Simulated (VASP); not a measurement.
Runs of VASP 6.6.1 on TiC. The structure is that of space group Fm-3m (No. 225), or close to it. The cells are those of the table. 

```csv
task,cell,k mesh,cutoff (eV),gap on the mesh (eV),pressure (GPa),relaxed volume (Å³/atom)
relaxation of cell and atoms,"relaxed from a = 3.054 Å, angles 60.0°, 2 atoms",8 × 8 × 8,600,none,-0.1,9.69
relaxation of cell and atoms,"relaxed from a = 3.013 Å, angles 60.0°, 2 atoms",16 × 16 × 16,600,none,0.0,9.69
single point,"a = 3.013 Å, angles 60.0°, 2 atoms",16 × 16 × 16,520,none,0.7,-
single point,"a = 3.054 Å, angles 60.0°, 2 atoms",8 × 8 × 8,520,none,(a),-
```

Alike in all rows: level LDA; potentials or basis VASP PAW LDA potentials, release 64 (Ti_sv, C); no spin polarisation; smearing gaussian 0.1 eV.

**Question.** Estimate the missing entries.

**Answer.** (a) -9.8.

A gap of «none» marks levels without a gap at the run's occupations.
